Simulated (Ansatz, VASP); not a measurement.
# Os in VASP and in Ansatz

The input INCAR:

```
SYSTEM = Os
PREC     = Accurate       ! precision mode
ENCUT    = 520            ! plane-wave cutoff, eV
EDIFF    = 1E-6           ! SCF threshold, eV
ISMEAR   = 0              ! smearing method
SIGMA    = 0.15           ! smearing width, eV
LREAL    = .FALSE.        ! projectors in reciprocal space
LASPH    = .TRUE.         ! aspherical terms in the spheres
NELM     = 60             ! most SCF steps
ALGO     = Normal         ! electronic algorithm
ISIF     = 2              ! what is computed and relaxed
LWAVE    = .FALSE.        ! write WAVECAR
LCHARG   = .FALSE.        ! write CHGCAR
GGA      = PS             ! functional
NBANDS   = 10             ! bands
```

The input KPOINTS:

```
regular mesh
0
G
  20 20 20
  0 0 0
```

Contents of POSCAR:

```
Os
1.0
    0.0000000000      1.9741750000      1.9158250000
    1.9741750000      0.0000000000      1.9158250000
    1.9741750000      1.9741750000      0.0000000000
Os
1
Direct
    0.0000000000      0.0000000000      0.0000000000
```

Input for Ansatz:

```yaml
crystal:
  lattice:
    - [0.0, 1.974175, 1.915825]
    - [1.974175, 0.0, 1.915825]
    - [1.974175, 1.974175, 0.0]
  atoms:
    - { symbol: Os, position: [0.0, 0.0, 0.0] }
basis:
  ecutwfc: 420
kpoints:
  mp_grid: { grid: [20, 20, 20] }
hamiltonian:
  xc: pbesol
scf:
  occupations: { method: gaussian, width: 0.15 }
output:
  forces: true
  stress: true
  eigenvalues: true
```

Change from the starting cell: strain +0.015 along x and y, -0.015 along z, atoms carried along.

Alike in both runs: task single point; functional PBEsol; k mesh 20 × 20 × 20; occupations gaussian, width 0.15 eV; no spin polarisation.

|  | VASP | Ansatz |
| --- | --- | --- |
| version | VASP 6.6.1 | Ansatz 0.2.0 |
| potentials or method | VASP PAW PBE potentials, release 64 (Os), cutoff 520 eV | scalar-relativistic, plane waves, PAW |
| valence electrons in the cell | 8 | 16 |

Ansatz gave:

| Item | Value |
| --- | --- |
| gap on the k mesh at the Fermi level (eV) | none |
| pressure (GPa) | -24.5 |
| traceless stress, the component that is largest in VASP (GPa) | 5.90 |

Problem. Estimate VASP's values.

Solution. gap on the k mesh at the Fermi level (eV): none; pressure (GPa): -24.6; traceless stress, the component that is largest in VASP (GPa): 5.88.

VASP's potentials were made for PBE, not for PBEsol. A gap of «none» marks a metal or a gap that the smearing closes. VASP's potentials hold 8 valence electrons a cell and Ansatz's 16, so a difference there can come from the potentials and not from the codes.

Neither program's run includes spin-orbit coupling.
